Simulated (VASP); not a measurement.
A run of VASP 6.6.1 is set up as follows.

INCAR

```
SYSTEM = TaTiSi4
PREC = Accurate ; ENCUT = 500
EDIFF = 1E-6 ; ISMEAR = 0
SIGMA = 0.1 ; LREAL = .FALSE.
LASPH = .TRUE. ; NELM = 120
ALGO = Normal ; ISIF = 2
LWAVE = .FALSE. ; LCHARG = .TRUE.
GGA = PE ; LELF = .TRUE.
LVHAR = .TRUE. ; NBANDS = 28
GGA_COMPAT = .FALSE.
```

File KPOINTS:

```
regular mesh
0
G
  4 4 4
  0 0 0
```

File POSCAR:

```
TaTiSi4
1.0
    0.0000000000      4.2458723200      4.3938281400
    2.4606055700      0.0000000000      4.3938281400
    2.4606055700      4.2458723200      0.0000000000
Ti Ta Si
1 1 4
Direct
    0.7500000000      0.7500000000      0.7500000000
    0.5000000000      0.5000000000      0.5000000000
    0.0830000000      0.4170000000      0.0830000000
    0.4170000000      0.0830000000      0.4170000000
    0.1670000000      0.8330000000      0.1670000000
    0.8330000000      0.1670000000      0.8330000000
```

Potentials or basis: VASP PAW PBE potentials, release 64 (Ti_sv, Ta_pv, Si).

Launch:

```console
$ cat potpaw_PBE.64/Ti_sv/POTCAR potpaw_PBE.64/Ta_pv/POTCAR potpaw_PBE.64/Si/POTCAR > POTCAR
$ mpirun -np 1 vasp_std > vasp.out
```

**Question.** Estimate the band gap on the k mesh.

**Answer.** Zero (an odd number of electrons rules out a gap without spin polarisation).

**Question.** What does it give for the largest force?

**Answer.** 0.712 eV/Å.

**Question.** Estimate the pressure.

**Answer.** -8.4 GPa.

Forces on the atoms (eV/Å):
```
Ti   0.000  0.000  0.000
Ta   0.000  0.000  0.000
Si   0.000  0.712  0.000
Si   0.000 -0.712  0.000
Si   0.000 -0.288  0.000
Si   0.000  0.288  0.000
```

Caveat: the k points lie up to 0.41 Å⁻¹ apart, too coarse for converged energies and pressures of a metal; spin-orbit coupling is left out, which moves the levels of the heavy elements.
